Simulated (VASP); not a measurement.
## BP: single point with PBE

Crystal: BP.

```
B P
1.0
     0.00000    2.27350    2.27350
     2.27350    0.00000    2.27350
     2.27350    2.27350    0.00000
B P
1 1
Direct
  0.00000 0.00000 0.00000
  0.75000 0.75000 0.75000
```

```
Program             : VASP 6.6.1
Task                : single point
Functional          : PBE
Potentials or basis : VASP PAW PBE potentials, release 64 (B, P)
Cutoff              : 500 eV
k mesh              : 12 × 12 × 12
Occupations         : gaussian, width 0.05 eV
Spin                : no spin polarisation
```

The pressure is -0.1 GPa and the band gap on the k mesh is 1.24 eV (least direct gap 3.39 eV).

Levels at points of the mesh, in eV from the valence-band top:
```tsv
k point	band 1	band 2	band 3	band 4	band 5	band 6	band 7	band 8
(0.00, 0.00, 0.00)	-15.41	0.00	0.00	0.00	3.39	3.39	3.39	7.28
(0.50, 0.00, 0.00)	-12.11	-8.99	-1.75	-1.75	3.75	4.71	4.71	10.11
(0.50, 0.50, 0.00)	-10.58	-8.55	-4.09	-4.09	1.34	1.66	12.07	12.07
```

Run time: 8.9 s on 1 thread of Intel(R) Xeon(R) Platinum 8259CL CPU @ 2.50GHz (Skylake/Cascade Lake), on a shared host, peak memory 0.14 GiB.

A k mesh can miss the band edges. PBE gaps usually lie below the measured ones, often by a third to a half.
